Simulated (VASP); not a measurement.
A run of VASP 6.6.1:

Contents of INCAR:

```
SYSTEM = Rh
  PREC = Accurate
  ENCUT = 600
  EDIFF = 1E-6
  ISMEAR = 0
  SIGMA = 0.05
  LREAL = .False.
  LASPH = .True.
  NELM = 100
  ALGO = Normal
  ISIF = 3
  LWAVE = .False.
  LCHARG = .False.
  GGA = PS
  IBRION = 2
  NSW = 80
  EDIFFG = -0.01
```

The input KPOINTS:

```
Automatic mesh
0
Gamma
  12 12 12
  0 0 0
```

The input POSCAR:

```
Rh
1.0
    0.0000000000      1.8978500000      1.8978500000
    1.8978500000      0.0000000000      1.8978500000
    1.8978500000      1.8978500000      0.0000000000
Rh
1
Direct
    0.0000000000      0.0000000000      0.0000000000
```

Potentials or basis: VASP PAW PBE potentials, release 64 (Rh_pv).

The run is started by

```console
$ cat potpaw_PBE.64/Rh_pv/POTCAR > POTCAR
$ mpirun -np 1 vasp_std > vasp.out
```

Hardware: 1 thread of Intel Xeon 6975P-C, on a shared host.

Problem. How long does it take, and how much memory?

Solution. Run time: 10 s on 1 thread of Intel Xeon 6975P-C (shared host), peak memory 0.15 GiB. Counts: scf iterations 25, k points 72, ion steps 3.
